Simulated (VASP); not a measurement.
Wanted: the native input for a VASP 6.6.1 run.

```
Task                   : single point
Functional             : PBE
Potentials or basis    : VASP PAW PBE potentials, release 64 (Ca_sv, Se)
Cutoff                 : 520 eV
k mesh                 : 4 × 4 × 4
Occupations            : gaussian, width 0.01 eV
Spin                   : no spin polarisation
Dipole correction      : no
Further INCAR settings : ALGO = Normal; EDIFF = 1e-06; NBANDS = 15
```

The structure of CaSe lies in POSCAR:

```
CaSe
1.0
    0.0000000000      2.9675306017      2.9675306017
    2.9675306017      0.0000000000      2.9675306017
    2.9675306017      2.9675306017      0.0000000000
Ca Se
1 1
Direct
    0.0000000000      0.0000000000      0.0000000000
    0.5000000000      0.5000000000      0.5000000000
```

One way to write it, as run:

INCAR

```
  ALGO = Normal
  EDIFF = 1E-6
  ENCUT = 520
  GGA = PE
  ISIF = 2
  ISMEAR = 0
  LASPH = T
  LCHARG = F
  LREAL = F
  LWAVE = F
  NBANDS = 15
  NELM = 100
  PREC = Accurate
  SIGMA = 0.01
```

KPOINTS

```
k-points
0
Gamma
  4 4 4
```

Potentials or basis: VASP PAW PBE potentials, release 64 (Ca_sv, Se).

Launch:

```bash
$ cat potpaw_PBE.64/Ca_sv/POTCAR potpaw_PBE.64/Se/POTCAR > POTCAR
$ mpirun -np 1 vasp_std > vasp.out
```

Results of the run:

The pressure is 0.9 GPa. The band gap on the k mesh is 2.04 eV (least direct gap 2.96 eV).

Caveat: the k points lie up to 0.46 Å⁻¹ apart.

It took 13 s on 1 thread of AMD EPYC 7R43 64-Core Processor (Zen 3), on a shared host, peak memory 0.14 GiB.
